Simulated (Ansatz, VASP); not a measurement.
BeTe: VASP beside Ansatz

```xyz
2
Lattice="0.0000 2.7774 2.7774 2.7774 0.0000 2.7774 2.7774 2.7774 0.0000" Properties=species:S:1:pos:R:3 pbc="T T T"
Be    0.0000    0.0000    0.0000
Te    1.3887    1.3887    1.3887
```

Alike in both runs: functional LDA; k mesh 8 × 8 × 8; occupations gaussian, width 0.02 eV; no spin polarisation.

Ansatz relaxed the structure, and its values are those at the end. VASP's run is a single point on that final structure, the one shown.

|  | VASP | Ansatz |
| --- | --- | --- |
| version | VASP 6.6.1 | Ansatz 0.2.0 |
| potentials or method | VASP PAW LDA potentials, release 64 (Be, Te), cutoff 520 eV | scalar-relativistic, plane waves, PAW |
| valence electrons in the cell | 8 | 18 |

|  | VASP | Ansatz | Ansatz less VASP |
| --- | --- | --- | --- |
| gap on the k mesh at the Fermi level (eV) | 1.77 | 1.79 | +0.020 |
| least direct gap on the mesh (eV) | 3.55 | 3.59 | +0.037 |
| pressure (GPa) | 0.3 | 0.0 | -0.28 |

LDA's correlation is that of Perdew and Zunger in VASP and of Perdew and Wang (1992) in Ansatz. VASP's potentials hold 8 valence electrons a cell and Ansatz's 18, so a difference there can come from the potentials and not from the codes.

Spin-orbit coupling is off throughout.
